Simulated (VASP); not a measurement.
## HPbNO4: single point with PBE+D3(BJ)

HPbNO4:

```
H Pb N O
1.0
     6.88686    0.00000    0.00087
     0.00000    4.16843    0.00000
    -3.37249    0.00000    7.17520
H Pb N O
2 2 2 8
Direct
  0.22515 0.75000 0.51180
  0.77485 0.25000 0.48820
  0.29932 0.25000 0.28107
  0.70068 0.75000 0.71893
  0.21775 0.75000 0.83760
  0.78225 0.25000 0.16240
  0.32894 0.75000 0.45605
  0.41165 0.75000 0.87393
  0.15642 0.75000 0.96812
  0.07531 0.75000 0.66901
  0.67106 0.25000 0.54395
  0.58835 0.25000 0.12607
  0.84358 0.25000 0.03188
  0.92469 0.25000 0.33099
```

| Property | Result |
| --- | --- |
| Program | VASP 6.6.1 |
| Task | single point |
| Functional | PBE |
| Dispersion | D3(BJ) |
| Potentials or basis | VASP PAW PBE potentials, release 64 (H, Pb_d, N, O) |
| Cutoff | 600 eV |
| k mesh | 3 × 5 × 3 |
| Occupations | fermi-dirac, width 0.05 eV |
| Spin | no spin polarisation |
| Dipole correction | no |
| Further INCAR settings | ALGO = Normal; EDIFF = 1e-06; NBANDS = 57 |

| Property | Result |
| --- | --- |
| Pressure | 0.4 GPa |
| Largest force | 0.471 eV/Å |
| Band gap on the k mesh | 3.06 eV (least direct gap 3.19 eV) |
| Dispersion energy per atom | -0.103 eV |

Forces in eV/Å, atoms in the order of the input:
```
H   -0.090  0.000  0.033
H    0.090  0.000 -0.033
Pb   0.009  0.000 -0.010
Pb  -0.009  0.000  0.010
N   -0.109  0.000 -0.015
N    0.109  0.000  0.015
O    0.068  0.000 -0.030
O    0.462  0.000  0.089
O   -0.231  0.000  0.249
O   -0.108  0.000 -0.322
O   -0.068  0.000  0.030
O   -0.462  0.000 -0.089
O    0.231  0.000 -0.249
O    0.108  0.000  0.322
```

Stress tensor (GPa, compression positive):
```
 0.98  0.00  0.03
 0.00 -0.38  0.00
 0.03  0.00  0.58
```

Levels at points of the mesh, in eV from the valence-band top:
```tsv
k point	band 41	band 42	band 43	band 44	band 45	band 46	band 47	band 48
(0.00, 0.00, 0.00)	-1.33	-0.42	-0.41	-0.05	3.14	3.84	4.16	4.24
```

It took 4.8 min on 1 thread of Intel(R) Xeon(R) Platinum 8259CL CPU @ 2.50GHz (Skylake/Cascade Lake), on a shared host, peak memory 0.47 GiB.

Caveat: the standard files for N, O and F lose accuracy on very short bonds; three body term missing; spin-orbit coupling is left out, which moves the levels of the heavy elements; an odd mesh through Γ misses points on the zone boundary, where band edges can lie.
